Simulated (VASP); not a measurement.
Here is a VASP 6.6.1 calculation.

The input INCAR:

```
SYSTEM = Al3GaN4
PREC = Accurate
ENCUT = 520
EDIFF = 1E-6
ISMEAR = 0
SIGMA = 0.05
LREAL = .FALSE.
LASPH = .TRUE.
NELM = 100
ALGO = Normal
ISIF = 2
LWAVE = .FALSE.
LCHARG = .FALSE.
GGA = PS
NBANDS = 31
```

The input KPOINTS:

```
regular mesh
0
G
  6 6 6
  0 0 0
```

Contents of POSCAR:

```
Al3GaN4
1.0
    4.2324328358      0.0000000000      0.0000000000
    0.0000000000      4.2324328358      0.0000000000
    0.0000000000      0.0000000000      4.7784166716
Al Ga N
3 1 4
Direct
    0.5000000000      0.5000000000      0.0000000000
    0.5000000000      0.0000000000      0.5000000000
    0.0000000000      0.5000000000      0.5000000000
    0.0000000000      0.0000000000      0.0000000000
    0.7447140287      0.7447140287      0.2552859713
    0.7447140287      0.2552859713      0.7447140287
    0.2552859713      0.7447140287      0.7447140287
    0.2552859713      0.2552859713      0.2552859713
```

Potentials or basis: VASP PAW PBE potentials, release 64 (Al, Ga_d, N).

Launch:

```sh
$ cat potpaw_PBE.64/Al/POTCAR potpaw_PBE.64/Ga_d/POTCAR potpaw_PBE.64/N/POTCAR > POTCAR
$ mpirun -np 1 vasp_std > vasp.out
```

Problem. What does it give for the largest force?

Solution. 0.114 eV/Å.

Problem. Estimate the pressure.

Solution. -1.1 GPa.

Forces in eV/Å, atoms in the order of the input:
```
Al   0.000  0.000  0.000
Al   0.000  0.000  0.000
Al   0.000  0.000  0.000
Ga   0.000  0.000  0.000
N   -0.039 -0.039 -0.100
N   -0.039  0.039  0.100
N    0.039 -0.039  0.100
N    0.039  0.039 -0.100
```

Caveat: the PAW data sets were made with another functional, which shifts forces and pressure a little.
